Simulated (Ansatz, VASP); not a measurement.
Au: VASP beside Ansatz

File INCAR:

```
SYSTEM = Au
PREC     = Accurate       ! precision mode
ENCUT    = 520            ! plane-wave cutoff, eV
EDIFF    = 1E-7           ! SCF threshold, eV
ISMEAR   = -1             ! smearing method
SIGMA    = 0.1            ! smearing width, eV
LREAL    = .False.        ! projectors in reciprocal space
LASPH    = .True.         ! aspherical terms in the spheres
NELM     = 80             ! most SCF steps
ALGO     = Normal         ! electronic algorithm
ISIF     = 2              ! what is computed and relaxed
LWAVE    = .False.        ! write WAVECAR
LCHARG   = .False.        ! write CHGCAR
GGA      = PS             ! functional
NBANDS   = 12             ! bands
```

The input KPOINTS:

```
regular mesh
0
Gamma
  18 18 18
  0 0 0
```

The input POSCAR:

```
Au
1.0
   -1.4730820616      1.4730820616      1.4730820616
    1.4730820616     -1.4730820616      1.4730820616
    1.4730820616      1.4730820616     -1.4730820616
Au
1
Direct
    0.0000000000      0.0000000000      0.0000000000
```

Input for Ansatz:

```yaml
crystal:
  lattice:
    - [-1.4730820616, 1.4730820616, 1.4730820616]
    - [1.4730820616, -1.4730820616, 1.4730820616]
    - [1.4730820616, 1.4730820616, -1.4730820616]
  atoms:
    - { symbol: Au, position: [0.0, 0.0, 0.0] }
kpoints:
  mp_grid: { grid: [18, 18, 18] }
  band_path:
    path:
      - [0.0, 0.0, 0.0]
      - [0.5, -0.5, 0.5]
      - [0.0, 0.0, 0.5]
      - [0.0, 0.0, 0.0]
      - [0.25, 0.25, 0.25]
      - [0.5, -0.5, 0.5]
      - [0.25, 0.25, 0.25]
      - [0.0, 0.0, 0.5]
    npoints: 8
scf:
  occupations: { method: fermi_dirac, width: 0.1 }
hamiltonian:
  xc: pbesol
  pseudopotentials: { kind: paw }
output:
  forces: true
  stress: true
  eigenvalues: true
  populations: true
  dos: { projected: true, de: 0.2, e_range: [-14, 8] }
  write_density: true
  write_potential: true
  elf: true
  volumetric_format: npy
```

Change from the starting cell: volume scaled by 0.75, PAW files.

Alike in both runs: task single point; functional PBEsol; k mesh 18 × 18 × 18; occupations fermi-dirac, width 0.1 eV; no spin polarisation.

|  | VASP | Ansatz |
| --- | --- | --- |
| version | VASP 6.6.1 | Ansatz 0.2.0 |
| potentials or method | VASP PAW PBE potentials, release 64 (Au) | PAW with Ansatz's default frozen-core files, scalar-relativistic |
| plane-wave cutoff (eV) | 520 | 420 |
| valence electrons in the cell | 11 | 19 |

|  | VASP | Ansatz | Ansatz less VASP |
| --- | --- | --- | --- |
| pressure (GPa) | 111.8 | 111.8 | +0.04 |

VASP's potentials were made for PBE, not for PBEsol. Both programs put the cell under a high pressure, so it lies far from rest at this level. VASP's potentials hold 11 valence electrons a cell and Ansatz's 19, so a difference there can come from the potentials and not from the codes.

Spin-orbit coupling is off throughout. Noted on VASP's run: the cell as given lies far from equilibrium.
